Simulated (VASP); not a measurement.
## Sn12H2O: single point with PBE+D3(BJ)

The system is Sn12H2O, a slab with vacuum.

```
CELL_PARAMETERS angstrom
9.29642 0.00000 0.00000
0.00000 6.57356 0.00000
0.00000 0.00000 24.14541
ATOMIC_POSITIONS crystal
Sn 0.25000 0.00000 0.33133
Sn 0.75000 0.00000 0.33133
Sn 0.50000 0.25000 0.33133
Sn 0.00000 0.25000 0.33133
Sn 0.21414 0.32428 0.43026
Sn 0.88752 0.62725 0.38756
Sn 0.57277 0.48531 0.43350
Sn 0.17622 0.77497 0.43382
Sn 0.51518 0.94363 0.43109
Sn 0.10952 0.05993 0.52602
Sn 0.85371 0.20912 0.45045
Sn 0.43917 0.23055 0.52364
O 0.89715 0.54516 0.54491
H 0.96243 0.63324 0.52414
H 0.80561 0.61656 0.54311
```

```
Program             : VASP 6.6.1
Task                : single point
Functional          : PBE
Dispersion          : D3(BJ)
Potentials or basis : VASP PAW PBE potentials, release 64 (Sn_d, O, H)
Cutoff              : 520 eV
k mesh              : 2 × 3 × 1
Occupations         : gaussian, width 0.1 eV
Spin                : no spin polarisation
```

The largest force is 0.903 eV/Å and the band gap on the k mesh is zero (bands 88 and 89 overlap by 0.20 eV). The dispersion energy per atom is -0.180 eV.

Forces in eV/Å, atoms in the order of the input:
```
Sn  -0.113 -0.716 -0.061
Sn   0.429 -0.697  0.330
Sn   0.053  0.621 -0.007
Sn  -0.374  0.781 -0.256
Sn  -0.002  0.011  0.003
Sn   0.004  0.007 -0.003
Sn   0.011  0.006  0.001
Sn   0.010 -0.017 -0.002
Sn   0.008  0.002 -0.004
Sn  -0.020  0.003 -0.003
Sn  -0.007  0.004  0.003
Sn   0.000  0.000 -0.002
O    0.020 -0.061  0.024
H    0.093  0.031 -0.041
H   -0.113  0.023  0.017
```

Levels at points of the mesh, in eV from the Fermi level:
```csv
k point,band 86,band 87,band 88,band 89,band 90,band 91
"(0.00, 0.00, 0.00)",-0.55,-0.45,-0.16,-0.02,0.25,0.97
"(0.50, 0.00, 0.00)",-0.96,-0.47,-0.03,0.22,0.68,0.75
```

It took 17 min on 1 thread of Intel(R) Xeon(R) Platinum 8559C (Emerald Rapids) (shared host), peak memory 1.3 GiB.

Caveat: spin-orbit coupling is left out, which moves the levels of the heavy elements.
